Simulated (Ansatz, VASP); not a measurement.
## Te2Mo in VASP and in Ansatz

File POSCAR:

```
Te2Mo
1.0
    3.6070833553      0.0000000000      0.0000000000
   -1.8035416776      3.1238258192      0.0000000000
    0.0000000000      0.0000000000     17.7546639734
Te Mo
2 1
Direct
    0.3333333333      0.6666666667      0.1021445500
    0.3333333333      0.6666666667      0.8978554500
    0.0000000000      0.0000000000      0.0000000000
```

Contents of INCAR.step1:

```
SYSTEM = Te2Mo
PREC = Accurate
ENCUT = 520
ISMEAR = -1
SIGMA = 0.05
LREAL = .FALSE.
LASPH = .TRUE.
NELM = 80
NBANDS = 20
GGA = PE
ALGO = Normal
EDIFF = 1E-4
LWAVE = .TRUE.
LCHARG = .FALSE.
```

Contents of INCAR.step2:

```
SYSTEM = Te2Mo
PREC = Accurate
ENCUT = 520
EDIFF = 1E-6
ISMEAR = -1
SIGMA = 0.05
LREAL = .FALSE.
LASPH = .TRUE.
NELM = 80
ALGO = Normal
ISIF = 2
LWAVE = .FALSE.
LCHARG = .FALSE.
METAGGA = R2SCAN
LMIXTAU = .TRUE.
NBANDS = 20
ISTART = 1
```

Contents of KPOINTS:

```
Automatic mesh
0
G
  9 9 2
  0 0 0
```

Contents of input.yaml:

```yaml
crystal:
  lattice:
    - [3.6070833553, 0.0, 0.0]
    - [-1.8035416776, 3.1238258192, 0.0]
    - [0.0, 0.0, 17.7546639734]
  atoms:
    - { symbol: Te, position: [0.3333333333, 0.6666666667, 0.10214455] }
    - { symbol: Te, position: [0.3333333333, 0.6666666667, 0.89785545] }
    - { symbol: Mo, position: [0.0, 0.0, 0.0] }
hamiltonian:
  xc: r2scan
  pseudopotentials: { kind: paw }
kpoints:
  mp_grid: { grid: [9, 9, 2] }
scf:
  occupations: { method: fermi_dirac, width: 0.05 }
output:
  forces: true
  stress: true
  eigenvalues: true
  write_density: true
  write_potential: true
  elf: true
  volumetric_format: npy
```

Alike in both runs: task single point; functional r2SCAN; k mesh 9 × 9 × 2; occupations fermi-dirac, width 0.05 eV; no spin polarisation.

```csv
,VASP,Ansatz
version,VASP 6.6.1,Ansatz 0.2.0
potentials or method,"VASP PAW PBE potentials, release 64 (Te, Mo_sv)",Ansatz PAW
plane-wave cutoff (eV),520,500
valence electrons in the cell,26,46
```

```tsv
	VASP	Ansatz	Ansatz less VASP
gap on the k mesh at the Fermi level (eV)	1.06	1.06	-0.002
least direct gap on the mesh (eV)	1.06	1.06	-0.002
rms of the force components (eV/Å)	0.245	0.256	+0.0113
```

VASP's potentials were made for PBE, not for r2SCAN. Atom by atom the forces differ by 0.011 eV/Å (rms over components). With one functional, cell and mesh, what is left measures potentials, basis and numerics. VASP's potentials hold 26 valence electrons a cell and Ansatz's 46, so a difference there can come from the potentials and not from the codes.

Neither program's run includes spin-orbit coupling. Noted on Ansatz's run: odd divisions of the mesh miss points on the zone boundary, where band edges often lie, so the gap on the mesh can be too wide.
